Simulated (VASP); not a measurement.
Input of a VASP 6.6.1 run:

The input INCAR:

```
SYSTEM = TiB2
PREC     = Accurate       ! precision mode
ENCUT    = 520            ! plane-wave cutoff, eV
EDIFF    = 1E-8           ! SCF threshold, eV
ISMEAR   = -1             ! smearing method
SIGMA    = 0.15           ! smearing width, eV
LREAL    = .False.        ! projectors in reciprocal space
LASPH    = .True.         ! aspherical terms in the spheres
NELM     = 60             ! most SCF steps
ALGO     = Normal         ! electronic algorithm
ISIF     = 2              ! what is computed and relaxed
LWAVE    = .False.        ! write WAVECAR
LCHARG   = .False.        ! write CHGCAR
IBRION   = 8              ! ionic algorithm
NSW      = 1              ! ionic steps
```

KPOINTS

```
Automatic mesh
0
Gamma
  15 15 12
  0 0 0
```

File POSCAR:

```
TiB2
1.0
    2.9944000378      0.0000000029      0.0000000000
   -1.4972000214      2.5932265004      0.0000000000
    0.0000000000      0.0000000000      3.1596580857
Ti B
1 2
Direct
    0.0000000000      0.0000000000      0.0000000000
    0.3333333333      0.6666666667      0.5000000000
    0.6666666667      0.3333333333      0.5000000000
```

Potentials or basis: VASP PAW LDA potentials, release 64 (Ti_sv, B).

The run is started by

```sh
$ cat potpaw_LDA.64/Ti_sv/POTCAR potpaw_LDA.64/B/POTCAR > POTCAR
$ mpirun -np 1 vasp_std > vasp.out
```

Task: Estimate the highest phonon frequency at Γ, LO-TO splitting left out.

Result: 921 cm⁻¹.

Phonon frequencies in cm⁻¹ (negative: imaginary):
```csv
q point,frequencies
"(0.000, 0.000, 0.000)",0 0 0 535 535 539 576 921 921
```
